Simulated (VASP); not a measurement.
Wanted: the native input for a VASP 6.6.1 run.

* Task: single point
* Functional: r2SCAN
* Potentials or basis: VASP PAW PBE potentials, release 64 (Al)
* Cutoff: 520 eV
* k mesh: 16 × 16 × 10
* Occupations: gaussian, width 0.05 eV
* Spin: no spin polarisation
* Dipole correction: no
* Further INCAR settings: ALGO = Normal; EDIFF = 1e-06; NBANDS = 10

Al:

```
Al
1.0
     2.84459    0.00000    0.00000
    -1.42230    2.46349    0.00000
     0.00000    0.00000    4.57371
Al
2
Direct
  0.33333 0.66667 0.75000
  0.66667 0.33333 0.25000
```

This isn't the form of Al at room conditions, which is fcc.

These files were run (other wordings do the same):

POSCAR

```
Al
1.0
    2.8445924534      0.0000000000      0.0000000000
   -1.4222962267      2.4634893280      0.0000000000
    0.0000000000      0.0000000000      4.5737128351
Al
2
Direct
    0.3333333333      0.6666666667      0.7500000000
    0.6666666667      0.3333333333      0.2500000000
```

INCAR.step1

```
SYSTEM = Al
ALGO     = Normal         ! electronic algorithm
EDIFF    = 1E-4           ! SCF threshold, eV
ENCUT    = 520            ! plane-wave cutoff, eV
GGA      = PE             ! functional
ISMEAR   = 0              ! smearing method
LASPH    = .TRUE.         ! aspherical terms in the spheres
LCHARG   = .FALSE.        ! write CHGCAR
LREAL    = .FALSE.        ! projectors in reciprocal space
LWAVE    = .TRUE.         ! write WAVECAR
NBANDS   = 10             ! bands
NELM     = 100            ! most SCF steps
PREC     = Accurate       ! precision mode
SIGMA    = 0.05           ! smearing width, eV
```

INCAR.step2

```
SYSTEM = Al
ALGO     = Normal         ! electronic algorithm
EDIFF    = 1E-6           ! SCF threshold, eV
ENCUT    = 520            ! plane-wave cutoff, eV
ISIF     = 2              ! what is computed and relaxed
ISMEAR   = 0              ! smearing method
ISTART   = 1            
LASPH    = .TRUE.         ! aspherical terms in the spheres
LCHARG   = .TRUE.         ! write CHGCAR
LELF     = .TRUE.         ! ELF
LMIXTAU  = .TRUE.       
LREAL    = .FALSE.        ! projectors in reciprocal space
LVHAR    = .TRUE.       
LWAVE    = .FALSE.        ! write WAVECAR
METAGGA  = R2SCAN         ! meta-GGA
NBANDS   = 10             ! bands
NELM     = 100            ! most SCF steps
PREC     = Accurate       ! precision mode
SIGMA    = 0.05           ! smearing width, eV
```

KPOINTS

```
k-points
0
G
  16 16 10
  0 0 0
```

Potentials or basis: VASP PAW PBE potentials, release 64 (Al).

Launch:

```bash
$ cat potpaw_PBE.64/Al/POTCAR > POTCAR
$ cp INCAR.step1 INCAR
$ mpirun -np 1 vasp_std > vasp.out
$ cp INCAR.step2 INCAR
$ mpirun -np 1 vasp_std > vasp.out
```

It gave:

```
Pressure               : -0.3 GPa
Band gap on the k mesh : zero (bands 3 and 4 overlap by 8.19 eV)
```

Caveat: the PAW data sets were made with another functional, which shifts forces and pressure a little.

Run time: 69 s on 1 thread of Intel(R) Xeon(R) 6975P-C (Granite Rapids), with other jobs on the host, peak memory 0.18 GiB.
